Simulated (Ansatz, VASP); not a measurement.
# BN in VASP and in Ansatz

```xyz
2
Lattice="0.0000 1.8075 1.8075 1.8075 0.0000 1.8075 1.8075 1.8075 0.0000" Properties=species:S:1:pos:R:3 pbc="T T T"
B     0.0000    0.0000    0.0000
N     0.9038    0.9038    0.9038
```

Alike in both runs: task single point; functional PBEsol; k mesh 8 × 8 × 8; no spin polarisation.

|  | VASP | Ansatz |
| --- | --- | --- |
| version | VASP 6.6.1 | Ansatz 0.2.0 |
| potentials or method | VASP PAW PBE potentials, release 64 (B, N) | plane waves, PAW |
| plane-wave cutoff (eV) | 520 | 420 |
| occupations | gaussian, width 0.01 eV | fixed |
| valence electrons in the cell | 8 | 8 |

Ansatz gave:

| Item | Value |
| --- | --- |
| gap on the k mesh at the Fermi level (eV) | 4.29 |

Q: What did VASP give for the same quantities?

A: gap on the k mesh at the Fermi level (eV): 4.28.

VASP's potentials were made for PBE, not for PBEsol.
